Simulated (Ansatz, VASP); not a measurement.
# Two plane-wave programs on Cu

The input INCAR:

```
ALGO = Fast ; EDIFF = 1E-6
ENCUT = 520 ; GGA = PS
ISIF = 2 ; ISMEAR = 0
LASPH = True ; LCHARG = False
LREAL = False ; LWAVE = False
NBANDS = 18 ; NELM = 100
PREC = Accurate ; SIGMA = 0.1
```

Contents of KPOINTS:

```
k-points
0
Gamma
  18 18 20
```

The input POSCAR:

```
Cu
1.0
    2.8034779461      0.0000000000      0.0000000000
    0.0000000000      2.8034779461      0.0000000000
    0.0000000000      0.0000000000      2.6384139805
Cu
2
Direct
    0.0000000000      0.0000000000      0.0000000000
    0.5000000000      0.5000000000      0.5000000000
```

Input for Ansatz:

```yaml
crystal:
  lattice:
    - [2.8034779461, 0.0, 0.0]
    - [0.0, 2.8034779461, 0.0]
    - [0.0, 0.0, 2.6384139805]
  atoms:
    - { symbol: Cu, position: [0.0, 0.0, 0.0] }
    - { symbol: Cu, position: [0.5, 0.5, 0.5] }
basis:
  ecutwfc: 420
kpoints:
  mp_grid: { grid: [18, 18, 20] }
hamiltonian:
  xc: pbesol
scf:
  occupations: { method: gaussian, width: 0.1 }
output:
  forces: true
  stress: true
  eigenvalues: true
```

Change from the starting cell: equal strain along all axes, cell held, atoms relaxed: -3.0 %.

Alike in both runs: task single point; functional PBEsol; k mesh 18 × 18 × 20; occupations gaussian, width 0.1 eV; no spin polarisation.

```csv
,VASP,Ansatz
version,VASP 6.6.1,Ansatz 0.2.0
potentials or method,"VASP PAW PBE potentials, release 64 (Cu), cutoff 520 eV","scalar-relativistic, plane waves, PAW"
valence electrons in the cell,22,38
```

```tsv
	VASP	Ansatz	Ansatz less VASP
gap on the k mesh at the Fermi level (eV)	none	none	-
pressure (GPa)	20.2	19.1	-1.11
traceless stress, the component that is largest in VASP (GPa)	0.30	0.30	+0.003
```

VASP's potentials were made for PBE, not for PBEsol. A gap of «none» marks a metal or a gap that the smearing closes. VASP's potentials hold 22 valence electrons a cell and Ansatz's 38, so a difference there can come from the potentials and not from the codes.
